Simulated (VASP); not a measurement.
**HgTe: single point with PBEsol**

HgTe:

```
Hg Te
1.0
    -2.77005    2.77005    1.52684
     2.77005   -2.77005    1.52684
     2.77005    2.77005   -1.52684
Hg Te
1 1
Direct
  0.75000 0.25000 0.50000
  0.00000 0.00000 0.00000
```

```yaml
Program: VASP 6.6.1
Task: single point
Functional: PBEsol
Potentials_or_basis: VASP PAW PBE potentials, release 64 (Hg, Te)
Cutoff: 520 eV
k_mesh: 10 × 10 × 10
Occupations: fermi-dirac, width 0.05 eV
Spin: no spin polarisation
Dipole_correction: no
Further_INCAR_settings: ALGO = Normal; EDIFF = 1e-06; NBANDS = 16
```

```json
{
 "Pressure": "10.3 GPa",
 "Band gap on the k mesh": "zero (band 9 reaches 8.82 eV, above the bottom of band 10 at 4.43 eV)"
}
```

Levels at points of the mesh, in eV from the Fermi level:
```
           k point  band 7  band 8  band 9  band 10  band 11  band 12
(0.00, 0.00, 0.00)   -3.01   -3.01   -2.98     3.47     4.54     8.15
(0.50, 0.00, 0.00)   -5.21   -2.46   -1.82    -0.75     3.29     3.82
(0.50, 0.50, 0.00)   -6.91   -0.52    1.94     2.53     2.84     3.36
(0.50, 0.50, 0.50)   -5.77   -5.77   -5.19     2.82     6.16    10.22
```

It took 26 s on 1 thread of Intel(R) Xeon(R) 6975P-C (Granite Rapids), with other jobs on the host, peak memory 0.22 GiB.

Caveat: the PAW data sets were made with another functional, which shifts forces and pressure a little; spin-orbit coupling is left out, which moves the levels of the heavy elements.
